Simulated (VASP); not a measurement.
Wanted: the native input for a VASP 6.6.1 run.

* Task: single point
* Functional: PBEsol
* Potentials or basis: VASP PAW PBE potentials, release 64 (Zn, Se)
* Cutoff: 520 eV
* k mesh: 8 × 8 × 8
* Occupations: gaussian, width 0.02 eV
* Spin: no spin polarisation
* Dipole correction: no
* Further INCAR settings: ALGO = Normal; EDIFF = 1e-06; NBANDS = 16

The structure of ZnSe lies in POSCAR:

```
ZnSe
1.0
    0.0000000000      2.8444892003      2.8444892003
    2.8444892003      0.0000000000      2.8444892003
    2.8444892003      2.8444892003      0.0000000000
Zn Se
1 1
Direct
    0.0000000000      0.0000000000      0.0000000000
    0.2500000000      0.2500000000      0.2500000000
```

This cell differs from its parent crystal: volume scaled by 1.03.

These files were run (other wordings do the same):

INCAR

```
  ALGO = Normal
  EDIFF = 1E-6
  ENCUT = 520
  GGA = PS
  ISIF = 2
  ISMEAR = 0
  LASPH = T
  LCHARG = F
  LREAL = F
  LWAVE = F
  NBANDS = 16
  NELM = 60
  PREC = Accurate
  SIGMA = 0.02
```

KPOINTS

```
k-points
0
Gamma
  8 8 8
```

Potentials or basis: VASP PAW PBE potentials, release 64 (Zn, Se).

Run with:

```bash
$ cat potpaw_PBE.64/Zn/POTCAR potpaw_PBE.64/Se/POTCAR > POTCAR
$ mpirun -np 1 vasp_std > vasp.out
```

Results of the run:

* Pressure: -1.6 GPa
* Band gap on the k mesh: 1.13 eV, direct

Caveat: the PAW data sets were made with another functional, which shifts forces and pressure a little.

Wall time 15 s on 1 thread of AMD EPYC 7R43 64-Core Processor (Zen 3), with other jobs on the host, peak memory 0.14 GiB.
